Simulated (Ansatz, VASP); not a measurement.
**Ce3CoBr3: VASP beside Ansatz**

```
Ce Co Br
1.0
     5.90653    0.00000    0.00000
     0.00000    5.90653    0.00000
     0.00000    0.00000    5.90653
Ce Co Br
3 1 3
Cartesian
  2.9533 2.9533 0.0000
  0.0000 2.9533 2.9533
  2.9533 0.0000 2.9533
  2.9533 2.9533 2.9533
  2.9533 0.0000 0.0000
  0.0000 2.9533 0.0000
  0.0000 0.0000 2.9533
```

Alike in both runs: task relaxation of cell and atoms; functional PBEsol; dispersion D4; k mesh 3 × 3 × 3; occupations methfessel-paxton of order 1, width 0.001 eV; no spin polarisation.

|  | VASP | Ansatz |
| --- | --- | --- |
| version | VASP 6.6.1 | Ansatz 0.2.0 |
| potentials or method | VASP PAW PBE potentials, release 64 (Ce, Co, Br), cutoff 600 eV | PAW plane waves |
| valence electrons in the cell | 66 | 74 |

Ansatz gave:

* gap on the k mesh at the Fermi level, each at its own relaxed structure (eV): none
* relaxed volume (Å³/atom): 26.75
* relaxed length of the cell vector where the two differ most in proportion (Å): 5.721

**Question.** Estimate VASP's values.

**Answer.** gap on the k mesh at the Fermi level, each at its own relaxed structure (eV): none; relaxed volume (Å³/atom): 26.71; relaxed length of the cell vector where the two differ most in proportion (Å): 5.718.

VASP's potentials were made for PBE, not for PBEsol. A gap of «none» marks a metal or a gap that the smearing closes. VASP's potentials hold 66 valence electrons a cell and Ansatz's 74, so a difference there can come from the potentials and not from the codes.

Spin-orbit coupling is off throughout.
